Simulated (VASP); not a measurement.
Set up this calculation in VASP 6.6.1, as the native input.

```yaml
Task: relaxation of shape and atoms at fixed volume
Functional: PBE
Potentials_or_basis: VASP PAW PBE potentials, release 64 (Si, Ni)
Cutoff: 600 eV
k_mesh: 12 × 12 × 8
Occupations: gaussian, width 0.1 eV
Spin: no spin polarisation
Dipole_correction: no
Further_INCAR_settings: ALGO = Normal; EDIFF = 1e-07; IBRION = 2; EDIFFG = -0.01; NSW = 50; ISIF = 4
```

The structure of SiNi2 lies in POSCAR:

```
SiNi2
1.0
    3.9827382591      0.0000000000      0.0000000000
   -1.9913691296      3.4491525090      0.0000000000
    0.0000000000      0.0000000000      5.1044692693
Si Ni
2 4
Direct
    0.3333333333      0.6666666667      0.7500000000
    0.6666666667      0.3333333333      0.2500000000
    0.0000000000      0.0000000000      0.0000000000
    0.0000000000      0.0000000000      0.5000000000
    0.3333333333      0.6666666667      0.2500000000
    0.6666666667      0.3333333333      0.7500000000
```

The input as run:

INCAR

```
PREC = Accurate
ENCUT = 600
EDIFF = 1E-7
ISMEAR = 0
SIGMA = 0.1
LREAL = F
LASPH = T
NELM = 120
ALGO = Normal
ISIF = 4
LWAVE = F
LCHARG = F
GGA = PE
IBRION = 2
NSW = 50
EDIFFG = -0.01
GGA_COMPAT = F
NELMIN = 4
```

KPOINTS

```
Automatic mesh
0
Gamma
  12 12 8
```

Potentials or basis: VASP PAW PBE potentials, release 64 (Si, Ni).

The run is started by

```console
$ cat potpaw_PBE.64/Si/POTCAR potpaw_PBE.64/Ni/POTCAR > POTCAR
$ mpirun -np 1 vasp_std > vasp.out
```

Results of the run:

* Energy gained by relaxing: 0.1 meV/atom
* Ionic steps: 3
* Pressure after relaxing: -10.2 GPa
* Band gap on the k mesh: zero (bands 24 and 25 overlap by 2.98 eV)

Wall time 9.6 min on 1 thread of Oxide Virtual Turin-like Processor, on a shared host, peak memory 0.3 GiB.
